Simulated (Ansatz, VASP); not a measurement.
**One calculation of BeGeSb2, two programs**

```
Be Sb Ge
1.0
     4.08930    0.00000    0.00000
     0.00000    4.08930    0.00000
     0.00000    0.00000    5.71558
Be Sb Ge
1 2 1
Cartesian
  0.0000 0.0000 0.0000
  0.0000 2.0447 1.2542
  2.0447 0.0000 4.4614
  2.0447 2.0447 2.8578
```

Alike in both runs: task single point; functional r2SCAN; k mesh 6 × 6 × 4; occupations fermi-dirac, width 0.02 eV; no spin polarisation.

```csv
,VASP,Ansatz
version,VASP 6.6.1,Ansatz 0.2.0
potentials or method,"VASP PAW PBE potentials, release 64 (Be, Sb, Ge_d)","plane waves, PAW"
plane-wave cutoff (eV),520,500
valence electrons in the cell,26,46
```

```tsv
	VASP	Ansatz	Ansatz less VASP
pressure (GPa)	4.4	4.1	-0.29
rms of the force components (eV/Å)	0.055	0.049	-0.0064
```

VASP's potentials were made for PBE, not for r2SCAN. VASP's potentials hold 26 valence electrons a cell and Ansatz's 46, so a difference there can come from the potentials and not from the codes.

Spin-orbit coupling is off throughout.
